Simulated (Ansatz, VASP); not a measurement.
Two plane-wave programs on TaWC2

Contents of INCAR:

```
SYSTEM = TaWC2
  ALGO = Normal
  EDIFF = 1E-7
  ENCUT = 520
  GGA = CA
  ISIF = 2
  ISMEAR = -1
  LASPH = .TRUE.
  LCHARG = .FALSE.
  LREAL = .FALSE.
  LWAVE = .FALSE.
  NBANDS = 24
  NELM = 100
  PREC = Accurate
  SIGMA = 0.05
```

Contents of KPOINTS:

```
k-points
0
G
  10 10 10
  0 0 0
```

POSCAR

```
TaWC2
1.0
    1.5925398227      0.9194532953      5.1687539453
   -1.5925398227      0.9194532953      5.1687539453
    0.0000000000     -1.8389065907      5.1687539453
W Ta C
1 1 2
Direct
    0.0000000000      0.0000000000      0.0000000000
    0.5000000000      0.5000000000      0.5000000000
    0.2509330000      0.2509330000      0.2509330000
    0.7490670000      0.7490670000      0.7490670000
```

input.yaml

```yaml
crystal:
  lattice:
    - [1.5925398227, 0.9194532953, 5.1687539453]
    - [-1.5925398227, 0.9194532953, 5.1687539453]
    - [0.0, -1.8389065907, 5.1687539453]
  atoms:
    - { symbol: W, position: [0.0, 0.0, 0.0] }
    - { symbol: Ta, position: [0.5, 0.5, 0.5] }
    - { symbol: C, position: [0.250933, 0.250933, 0.250933] }
    - { symbol: C, position: [0.749067, 0.749067, 0.749067] }
hamiltonian:
  xc: lda
  pseudopotentials: { kind: paw }
kpoints:
  mp_grid: { grid: [10, 10, 10] }
scf:
  occupations: { method: fermi_dirac, width: 0.05 }
output:
  forces: true
  stress: true
  eigenvalues: true
```

Alike in both runs: task single point; functional LDA; k mesh 10 × 10 × 10; occupations fermi-dirac, width 0.05 eV; no spin polarisation.

```csv
,VASP,Ansatz
version,VASP 6.6.1,Ansatz 0.2.0
potentials or method,"VASP PAW LDA potentials, release 64 (W_sv, Ta_pv, C)",Ansatz PAW
plane-wave cutoff (eV),520,420
valence electrons in the cell,33,35
```

Ansatz gave:

```
gap on the k mesh at the Fermi level (eV)                     : none
pressure (GPa)                                                : -27.7
traceless stress, the component that is largest in VASP (GPa) : 0.05
rms of the force components (eV/Å)                            : 0.030
```

Task: What did VASP give for the same quantities?

Result: gap on the k mesh at the Fermi level (eV): none; pressure (GPa): -26.2; traceless stress, the component that is largest in VASP (GPa): 0.06; rms of the force components (eV/Å): 0.030.

LDA's correlation is that of Perdew and Zunger in VASP and of Perdew and Wang (1992) in Ansatz. Atom by atom the forces differ by 0.000 eV/Å (rms over components). A gap of «none» marks a metal or a gap that the smearing closes. VASP's potentials hold 33 valence electrons a cell and Ansatz's 35, so a difference there can come from the potentials and not from the codes.

Spin-orbit coupling is off throughout.
